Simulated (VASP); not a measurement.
# PbS (R3m) in VASP: single point with PBEsol

Aim: the single point of PbS with PBEsol.

Program: VASP 6.6.1. These are calculated values, not measurements. Logs are shortened: lines on timing, memory, paths and dates and some standing lists are left out, and cuts for length are marked.

## Step 1: The cell of the first run

The structure is trigonal, space group R3m (No. 160). Conventional cell: a = 4.225 Å, b = 4.225 Å, c = 10.356 Å, α = 90.00°, β = 90.00°, γ = 120.00°. Within 3.9 Å of Pb (site symmetry 3m) lie 6 S at 2.96 to 3.02 Å. S (site symmetry 3m) has 6 Pb at 2.96 to 3.02 Å within 3.9 Å.

## Step 2: Single point, PBEsol

File INCAR:

```
  PREC = Accurate
  ENCUT = 500
  EDIFF = 1E-6
  ISMEAR = 0
  SIGMA = 0.01
  LREAL = F
  LASPH = T
  NELM = 120
  ALGO = Normal
  ISIF = 2
  LWAVE = F
  LCHARG = F
  GGA = PS
  NBANDS = 17
  GGA_COMPAT = F
```

File KPOINTS:

```
regular mesh
0
Gamma
  4 4 4
```

File POSCAR:

```
PbS
1.0
    4.2269190000      0.0000000000      0.0000000000
    2.1150546290      3.6596978221      0.0000000000
    2.1150546290      1.2205129305      3.4501791744
Pb S
1 1
Direct
    0.9805660000      0.9805660000      0.9805660000
    0.4750360000      0.4750360000      0.4750360000
```

Potentials or basis: VASP PAW PBE potentials, release 64 (Pb_d, S).

Started as:

```
$ cat potpaw_PBE.64/Pb_d/POTCAR potpaw_PBE.64/S/POTCAR > POTCAR
$ mpirun -np 1 vasp_std > vasp.out
```

OUTCAR:

```text
PREC = Accurate
   ENCUT = 500
   EDIFF = 1E-6
   ISMEAR = 0
   LREAL = F
   LASPH = T
   NELM = 120
   ISIF = 2
   GGA = PS

 ion  position               nearest neighbor table
   1  0.981  0.981  0.981-   2 2.96   2 2.96   2 2.96   2 3.02   2 3.02   2 3.02
   2  0.475  0.475  0.475-   1 2.96   1 2.96   1 2.96   1 3.02   1 3.02   1 3.02

  LATTYP: Found a trigonal (rhomboedric) cell.
 ALAT       =     4.2269190000
 COS(alpha) =     0.5003773739

  Lattice vectors:

 A1 = (   4.2269190000,   0.0000000000,   0.0000000000)
 A2 = (   2.1150546290,   3.6596978221,   0.0000000000)
 A3 = (   2.1150546290,   1.2205129305,   3.4501791744)

Analysis of symmetry for initial positions (statically):
=====================================================================
 Subroutine PRICEL returns:
 Original cell was already a primitive cell.

 Routine SETGRP: Setting up the symmetry group for a
 trigonal (rhombohedral) supercell.

 Subroutine GETGRP returns: Found  6 space group operations
 (whereof  6 operations were pure point group operations)
 out of a pool of 12 trial point group operations.

The static configuration has the point symmetry C_3v.

Analysis of symmetry for dynamics (positions and initial velocities):
=====================================================================
 Subroutine PRICEL returns:
 Original cell was already a primitive cell.

 Routine SETGRP: Setting up the symmetry group for a
 trigonal (rhombohedral) supercell.

 Subroutine GETGRP returns: Found  6 space group operations
 (whereof  6 operations were pure point group operations)
 out of a pool of 12 trial point group operations.

The dynamic configuration has the point symmetry C_3v.

 Subroutine INISYM returns: Found  6 space group operations
 (whereof  6 operations are pure point group operations),
 and found     1 'primitive' translations

----------------------------------------------------------------------------------------

                                     Primitive cell

  volume of cell :      53.3717

  direct lattice vectors                    reciprocal lattice vectors
     4.226919000  0.000000000  0.000000000     0.236578936 -0.136726418 -0.096661940
     2.115054629  3.659697822  0.000000000     0.000000000  0.273246604 -0.096661940
     2.115054629  1.220512930  3.450179174     0.000000000  0.000000000  0.289840020

  length of vectors
     4.226919000  4.226919000  4.226919000     0.289840020  0.289840020  0.289840020

  position of ions in fractional coordinates (direct lattice)
     0.980566000  0.980566000  0.980566000
     0.475036000  0.475036000  0.475036000

  ion indices of the primitive-cell ions
   primitive index   ion index
                 1           1
                 2           2

----------------------------------------------------------------------------------------

 KPOINTS: regular mesh

Automatic generation of k-mesh.
 Grid dimensions read from file:
 generate k-points for:    4    4    4

 Generating k-lattice:

  Cartesian coordinates                     Fractional coordinates (reciprocal lattice)
     0.059144734 -0.034181604 -0.024165485     0.250000000  0.000000000  0.000000000
     0.000000000  0.068311651 -0.024165485     0.000000000  0.250000000  0.000000000
     0.000000000  0.000000000  0.072460005     0.000000000  0.000000000  0.250000000

  Length of vectors
     0.072460005  0.072460005  0.072460005

  Shift w.r.t. Gamma in fractional coordinates (k-lattice)
     0.000000000  0.000000000  0.000000000

 Subroutine IBZKPT returns following result:
 ===========================================

 Found     13 irreducible k-points:

 Following reciprocal coordinates:
            Coordinates               Weight
  0.000000  0.000000  0.000000      1.000000
  0.250000 -0.000000  0.000000      6.000000
  0.500000 -0.000000  0.000000      3.000000
  0.250000  0.250000 -0.000000      6.000000
  0.500000  0.250000  0.000000     12.000000
 -0.250000  0.250000 -0.000000      6.000000
  0.500000  0.500000 -0.000000      3.000000
  0.250000  0.250000  0.250000      2.000000
  0.500000  0.250000  0.250000      6.000000
 -0.250000  0.250000  0.250000      6.000000
  0.500000  0.500000  0.250000      6.000000
 -0.250000  0.500000  0.250000      6.000000
  0.500000  0.500000  0.500000      1.000000
   k-points           NKPTS =     13   k-points in BZ     NKDIM =     13   number of bands    NBANDS=     17
   number of dos      NEDOS =    301   number of ions     NIONS =      2
   total plane-waves  NPLWV =  32768
   dimension x,y,z NGX =    32 NGY =   32 NGZ =   32
   dimension x,y,z NGXF=    64 NGYF=   64 NGZF=   64
   ions per type =               1   1
   NGX,Y,Z   is equivalent  to a cutoff of  12.59, 12.59, 12.59 a.u.
   NGXF,Y,Z  is equivalent  to a cutoff of  25.17, 25.17, 25.17 a.u.
 SYSTEM =  unknown system
   PREC   = accura    normal or accurate (medium, high low for compatibility)
   ISTART =      0    job   : 0-new  1-cont  2-samecut
   ICHARG =      2    charge: 1-file 2-atom 10-const
   ISPIN  =      1    spin polarized calculation?
   LNONCOLLINEAR =      F non collinear calculations
   LSORBIT =      F    spin-orbit coupling
   LASPH  =      T    aspherical Exc in radial PAW
   ENCUT  =  500.0 eV  36.75 Ry    6.06 a.u.   7.71  7.71  7.71*2*pi/ulx,y,z
   NELM   =    120;   NELMIN=  2; NELMDL= -5     # of ELM steps
   EDIFF  = 0.1E-05   stopping-criterion for ELM
   LREAL  =      F    real-space projection
   EDIFFG = 0.1E-04   stopping-criterion for IOM
   NSW    =      0    number of steps for IOM
   IBRION =     -1    ionic relax: 0-MD 1-quasi-New 2-CG
   NFREE  =      0    steps in history (QN), initial steepest desc. (CG)
   ISIF   =      2    stress and relaxation
   ISYM   =      2    0-nonsym 1-usesym 2-fastsym
   POTIM  = 0.5000    time-step for ionic-motion
   TEBEG  =    0.0;   TEEND  =   0.0 temperature during run
   PSTRESS=    0.0 pullay stress
   NELECT =      20.0000    total number of electrons
   NUPDOWN=      -1.0000    fix difference up-down
   EMIN   =  10.00;   EMAX   =-10.00  energy-range for DOS
   EFERMI =   0.00;   METHOD = LEGACY
   ISMEAR =     0;   SIGMA  =   0.01  broadening in eV -4-tet -1-fermi 0-gaus
   EFERMI_NEDOS =   21; number of points for ismear=-14 and -15
   IALGO  =     38    algorithm
   IMIX   =      4    mixing-type and parameters
     AMIX     =   0.40;   BMIX     =  1.00
     AMIX_MAG =   1.60;   BMIX_MAG =  1.00
  volume/ion in A,a.u.               =      26.69       180.08
  Fermi-wavevector in a.u.,A,eV,Ry     =   1.180270  2.230386 18.953411  1.393036
  Thomas-Fermi vector in A             =   2.316565
   LORBIT       =      0    0 simple, 1 ext, 2 COOP (PROOUT), +10 PAW based schemes
   GGA     = PS    functional components
   LHFCALC =     F    Hartree Fock is set to
   AEXX    =    0.0000 exact exchange contribution
   IVDW    =     0    specifies the selected vdW correction
   LEPSILON=     F    determine dielectric tensor
   LRPA    =     F    only Hartree local field effects (RPA)
 non-spin polarized calculation
 Gauss-broadening in eV      SIGMA  =   0.01
  energy-cutoff  :      500.00
  volume of cell :       53.37
 maximum number of plane-waves:      1363
 NGX is ok and might be reduce to    32
   NGX = 15   NGY = 15   NGZ = 15

 number of electron      20.0000002 magnetization

 Free energy of the ion-electron system (eV)
  ---------------------------------------------------
  ext. energy  EPLUGINS =         0.00000000
  ---------------------------------------------------
  free energy    TOTEN  =        -9.43332329 eV

  energy without entropy =       -9.43332329  energy(sigma->0) =       -9.43332329

 E-fermi :   5.4035     XC(G=0):  -9.7833

 val. band max:        5.3566846987   @ k =   0.5000  -0.0000   0.0000
 cond. band min:       5.7109037494   @ k =   0.5000  -0.0000   0.0000
 fundamental gap:      0.3542190507
 Fermi energy:         5.4035033439

 k-point     1 :       0.0000    0.0000    0.0000
  band No.  band energies     occupation
      1     -11.3130      2.00000
      2     -11.3130      2.00000
      3     -11.3129      2.00000
      4     -11.2997      2.00000
      5     -11.2997      2.00000
      6      -8.0158      2.00000
[... 9 lines left out ...]
     16      12.1187      0.00000
     17      13.8953      0.00000

 k-point     2 :       0.2500   -0.0000    0.0000
  band No.  band energies     occupation
      1     -11.3176      2.00000
      2     -11.3168      2.00000
      3     -11.3109      2.00000
      4     -11.2885      2.00000
      5     -11.2881      2.00000
      6      -7.5240      2.00000
[... 9 lines left out ...]
     16      13.3039      0.00000
     17      17.0137      0.00000

 k-point     3 :       0.5000   -0.0000    0.0000
  band No.  band energies     occupation
      1     -11.3311      2.00000
      2     -11.3302      2.00000
      3     -11.3098      2.00000
      4     -11.2674      2.00000
      5     -11.2672      2.00000
      6      -6.8032      2.00000
[... 9 lines left out ...]
     16      15.5171      0.00000
     17      15.8108      0.00000

 k-point     4 :       0.2500    0.2500   -0.0000
  band No.  band energies     occupation
      1     -11.3533      2.00000
      2     -11.3250      2.00000
      3     -11.2877      2.00000
      4     -11.2849      2.00000
      5     -11.2849      2.00000
      6      -7.3430      2.00000
[... 9 lines left out ...]
     16      15.2634      0.00000
     17      15.3735      0.00000
[... 123 lines left out ...]
      1     -11.3816      2.00000
      2     -11.3141      2.00000
      3     -11.3013      2.00000
      4     -11.2764      2.00000
      5     -11.2634      2.00000
      6      -6.6236      2.00000
[... 9 lines left out ...]
     16      16.1257      0.00000
     17      16.7217      0.00000

 k-point    12 :      -0.2500    0.5000    0.2500
  band No.  band energies     occupation
      1     -11.4004      2.00000
      2     -11.2985      2.00000
      3     -11.2972      2.00000
      4     -11.2969      2.00000
      5     -11.2555      2.00000
      6      -6.3606      2.00000
[... 9 lines left out ...]
     16      17.2652      0.00000
     17      17.6551      0.00000

 k-point    13 :       0.5000    0.5000    0.5000
  band No.  band energies     occupation
      1     -11.3307      2.00000
      2     -11.3307      2.00000
      3     -11.3098      2.00000
      4     -11.2672      2.00000
      5     -11.2672      2.00000
      6      -6.8095      2.00000
[... 9 lines left out ...]
     16      15.5182      0.00000
     17      15.8235      0.00000

------------------------ aborting loop because EDIFF is reached ----------------------------------------

  FORCE on cell =-STRESS in cart. coord.  units (eV):
  Direction    XX          YY          ZZ          XY          YZ          ZX
  --------------------------------------------------------------------------------------
  -------------------------------------------------------------------------------------
  Total       -0.6809702     -0.6798370     -0.6795540     -0.0009804     -0.0004000     -0.0006931
  in kB      -20.4422131    -20.4081943    -20.3996992     -0.0294315     -0.0120070     -0.0208073
  external PRESSURE =     -20.4167022 kB  Pullay stress =       0.0000000 kB

 VOLUME and BASIS-vectors are now :
 -----------------------------------------------------------------------------
  energy-cutoff  :      500.00
  volume of cell :       53.37
      direct lattice vectors                 reciprocal lattice vectors
     4.226919000  0.000000000  0.000000000     0.236578936 -0.136726418 -0.096661940
     2.115054629  3.659697822  0.000000000     0.000000000  0.273246604 -0.096661940
     2.115054629  1.220512930  3.450179174     0.000000000  0.000000000  0.289840020

 POSITION                                       TOTAL-FORCE (eV/Angst)
 -----------------------------------------------------------------------------------
      8.29267      4.78537      3.38313         0.043202      0.024930      0.017625
      4.01739      2.31828      1.63896        -0.043202     -0.024930     -0.017625
 -----------------------------------------------------------------------------------
    total drift:                               -0.000081     -0.000047     -0.000033

  FREE ENERGIE OF THE ION-ELECTRON SYSTEM (eV)
  ---------------------------------------------------
  free  energy   TOTEN  =        -9.4333232881 eV

  energy  without entropy=       -9.4333232881  energy(sigma->0) =       -9.43332329
```

It took 4.9 s on 1 thread of Intel Xeon 6975P-C (Granite Rapids), shared host; peak memory 0.17 GiB.

What came out:

```
Free energy            : -9.4333 eV
Pressure               : -2.0 GPa
Largest force          : 0.053 eV/Å
Band gap on the k mesh : 0.35 eV, direct
```

Forces in eV/Å, atoms in the order of the input:
```
Pb   0.043  0.025  0.018
S   -0.043 -0.025 -0.018
```

Caveat: the k points lie up to 0.46 Å⁻¹ apart; the PAW data sets were made with another functional, which shifts forces and pressure a little; spin-orbit coupling is left out, which moves the levels of the heavy elements. A k mesh can miss the band edges.
